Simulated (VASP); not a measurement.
Here is a VASP 6.6.1 calculation.

Contents of INCAR:

```
PREC     = Accurate       # precision mode
ENCUT    = 520            # plane-wave cutoff, eV
EDIFF    = 1E-8           # SCF threshold, eV
ISMEAR   = -1             # smearing method
SIGMA    = 0.08           # smearing width, eV
LREAL    = F              # projectors in reciprocal space
LASPH    = T              # aspherical terms in the spheres
NELM     = 100            # most SCF steps
ALGO     = Normal         # electronic algorithm
ISIF     = 2              # what is computed and relaxed
LWAVE    = F              # write WAVECAR
LCHARG   = F              # write CHGCAR
GGA      = CA             # functional
LEFG     = T            
NBANDS   = 16             # bands
```

Contents of KPOINTS:

```
Automatic mesh
0
Gamma
  10 10 10
```

The input POSCAR:

```
LaTe
1.0
    0.0000000000      3.2752200000      3.2110000000
    3.2752200000      0.0000000000      3.2110000000
    3.2752200000      3.2752200000      0.0000000000
La Te
1 1
Direct
    0.0000000000      0.0000000000      0.0000000000
    0.5000000000      0.5000000000      0.5000000000
```

Potentials or basis: VASP PAW LDA potentials, release 64 (La, Te).

Launch:

```sh
$ cat potpaw_LDA.64/La/POTCAR potpaw_LDA.64/Te/POTCAR > POTCAR
$ mpirun -np 1 vasp_std > vasp.out
```

Question: Estimate the pressure.

Answer: -4.1 GPa.

Electric field gradients, principal values (V/Å²):
```tsv
atom	least	middle	greatest (by size)
1 La	13.735	13.735	-27.470
2 Te	15.173	15.173	-30.346
```

Caveat: the cell differs from its parent crystal (equal xx and yy strain of +2 %); without QUAD_EFG the Cq values of the log hold for a quadrupole moment of 1 mb, not for the nuclei.
